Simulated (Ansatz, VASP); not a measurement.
## Pt: VASP beside Ansatz

INCAR

```
PREC     = Accurate       # precision mode
ENCUT    = 520            # plane-wave cutoff, eV
EDIFF    = 1E-7           # SCF threshold, eV
ISMEAR   = 0              # smearing method
SIGMA    = 0.15           # smearing width, eV
LREAL    = F              # projectors in reciprocal space
LASPH    = T              # aspherical terms in the spheres
NELM     = 100            # most SCF steps
ALGO     = Fast           # electronic algorithm
ISIF     = 2              # what is computed and relaxed
LWAVE    = F              # write WAVECAR
LCHARG   = F              # write CHGCAR
NBANDS   = 11             # bands
```

KPOINTS

```
regular mesh
0
Gamma
  20 20 20
```

The input POSCAR:

```
Pt
1.0
    0.1946767288      2.0051703071      2.0051703071
    2.0051703071      0.1946767288      2.0051703071
    2.0051703071      2.0051703071      0.1946767288
Pt
1
Direct
    0.0000000000      0.0000000000      0.0000000000
```

Input for Ansatz:

```yaml
crystal:
  lattice:
    - [0.1946767288, 2.0051703071, 2.0051703071]
    - [2.0051703071, 0.1946767288, 2.0051703071]
    - [2.0051703071, 2.0051703071, 0.1946767288]
  atoms:
    - { symbol: Pt, position: [0.0, 0.0, 0.0] }
basis:
  ecutwfc: 420
kpoints:
  mp_grid: { grid: [20, 20, 20] }
hamiltonian:
  xc: lda
  pseudopotentials: { kind: paw, azcp: { folder: soft_1 } }
scf:
  occupations: { method: gaussian, width: 0.15 }
output:
  forces: true
  stress: true
  eigenvalues: true
```

Change from the starting cell: equal engineering shear yz, xz and xy +0.1000, equal normal strain along x, y and z -0.0200.

Alike in both runs: task single point; functional LDA; k mesh 20 × 20 × 20; occupations gaussian, width 0.15 eV; no spin polarisation.

|  | VASP | Ansatz |
| --- | --- | --- |
| version | VASP 6.6.1 | Ansatz 0.2.0 |
| potentials or method | VASP PAW LDA potentials, release 64 (Pt), cutoff 520 eV | scalar-relativistic, plane waves, PAW |
| valence electrons in the cell | 10 | 18 |

Ansatz gave:

* gap on the k mesh at the Fermi level (eV): none
* pressure (GPa): 35.4
* traceless stress, the component that is largest in VASP (GPa): -16.31

Estimate VASP's values.

gap on the k mesh at the Fermi level (eV): none; pressure (GPa): 36.6; traceless stress, the component that is largest in VASP (GPa): -16.58.

Ansatz warns that its potentials were made for another functional, while VASP's fit it. LDA's correlation is that of Perdew and Zunger in VASP and of Perdew and Wang (1992) in Ansatz. A gap of «none» marks a metal or a gap that the smearing closes. Both programs put the cell under a high pressure, so it lies far from rest at this level. VASP's potentials hold 10 valence electrons a cell and Ansatz's 18, so a difference there can come from the potentials and not from the codes.

Neither program's run includes spin-orbit coupling.
